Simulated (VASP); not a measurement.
Set up this calculation in VASP 6.6.1, as the native input.

| Item | Value |
| --- | --- |
| Task | single point |
| Functional | r2SCAN |
| Potentials or basis | VASP PAW PBE potentials, release 64 (Os) |
| Cutoff | 520 eV |
| k mesh | 20 × 20 × 20 |
| Occupations | gaussian, width 0.15 eV |
| Spin | no spin polarisation |
| Dipole correction | no |
| Further INCAR settings | ALGO = Normal; EDIFF = 1e-06; NBANDS = 10 |

Os:

```
Os
1.0
     0.00000    1.94500    1.94500
     1.94500    0.00000    1.94500
     1.94500    1.94500    0.00000
Os
1
Direct
  0.00000 0.00000 0.00000
```

This isn't the form of Os at room conditions, which is hcp.

One way to write it, as run:

POSCAR

```
Os
1.0
    0.0000000000      1.9450000000      1.9450000000
    1.9450000000      0.0000000000      1.9450000000
    1.9450000000      1.9450000000      0.0000000000
Os
1
Direct
    0.0000000000      0.0000000000      0.0000000000
```

INCAR.step1

```
ALGO = Normal
EDIFF = 1E-4
ENCUT = 520
GGA = PE
ISMEAR = 0
LASPH = True
LCHARG = False
LREAL = False
LWAVE = True
NBANDS = 10
NELM = 100
PREC = Accurate
SIGMA = 0.15
```

INCAR.step2

```
ALGO = Normal
EDIFF = 1E-6
ENCUT = 520
ISIF = 2
ISMEAR = 0
ISTART = 1
LASPH = True
LCHARG = False
LMIXTAU = True
LREAL = False
LWAVE = False
METAGGA = R2SCAN
NBANDS = 10
NELM = 100
PREC = Accurate
SIGMA = 0.15
```

KPOINTS

```
k-points
0
Gamma
  20 20 20
```

Potentials or basis: VASP PAW PBE potentials, release 64 (Os).

Run with:

```console
$ cat potpaw_PBE.64/Os/POTCAR > POTCAR
$ cp INCAR.step1 INCAR
$ mpirun -np 1 vasp_std > vasp.out
$ cp INCAR.step2 INCAR
$ mpirun -np 1 vasp_std > vasp.out
```

It gave:

The pressure is -16.3 GPa. The band gap on the k mesh is zero (bands 4 and 5 overlap by 3.79 eV).

Caveat: the cell stands under tension; the PAW data sets were made with another functional, which shifts forces and pressure a little; spin-orbit coupling is left out, which moves the levels of the heavy elements.

It took 2.5 min on 1 thread of Intel Xeon 8259CL (shared host), peak memory 0.16 GiB.
